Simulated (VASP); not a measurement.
**C: relaxation of cell and atoms with PBE**

Crystal: C.

```
CELL_PARAMETERS angstrom
-1.66069 1.66069 1.66069
1.66069 -1.66069 1.66069
1.66069 1.66069 -1.66069
ATOMIC_POSITIONS crystal
C 0.00000 0.50000 0.50000
C 0.50000 0.00000 0.50000
C 0.50000 0.50000 0.00000
```

The cell was built from a structure type or drawn by symmetry, and may not be a known phase.

| Property | Result |
| --- | --- |
| Program | VASP 6.6.1 |
| Task | relaxation of cell and atoms |
| Functional | PBE |
| Potentials or basis | VASP PAW PBE potentials, release 64 (C) |
| Cutoff | 600 eV |
| k mesh | 20 × 20 × 20 |
| Occupations | gaussian, width 0.1 eV |
| Spin | no spin polarisation |
| Dipole correction | no |
| Further INCAR settings | ALGO = Normal; EDIFF = 1e-06; IBRION = 2; EDIFFG = -0.01; NSW = 100; ISIF = 3 |

- Pressure after relaxing: 0.0 GPa
- Band gap on the k mesh: zero (bands 6 and 7 overlap by 3.42 eV)

Final structure:
```
CELL_PARAMETERS angstrom
-1.66069 1.66069 1.66069
1.66069 -1.66069 1.66069
1.66069 1.66069 -1.66069
ATOMIC_POSITIONS crystal
C 0.00000 0.50000 0.50000
C 0.50000 0.00000 0.50000
C 0.50000 0.50000 0.00000
```

Levels at points of the mesh, in eV from the Fermi level:
| k point | band 3 | band 4 | band 5 | band 6 | band 7 | band 8 | band 9 | band 10 |
| --- | --- | --- | --- | --- | --- | --- | --- | --- |
| (0.00, 0.00, 0.00) | -6.45 | -6.45 | 0.09 | 0.09 | 0.55 | 0.55 | 0.55 | 11.20 |
| (0.50, 0.00, 0.00) | -8.04 | -6.83 | -3.38 | -1.90 | 0.35 | 5.48 | 6.36 | 7.14 |
| (0.50, 0.50, 0.50) | -11.14 | -11.14 | -11.14 | -2.77 | 3.82 | 3.82 | 3.82 | 15.84 |

It took 56 s on 1 thread of Intel Xeon 8259CL (shared host), peak memory 0.17 GiB.

Caveat: the relaxation stopped at its first step, so nothing moved.
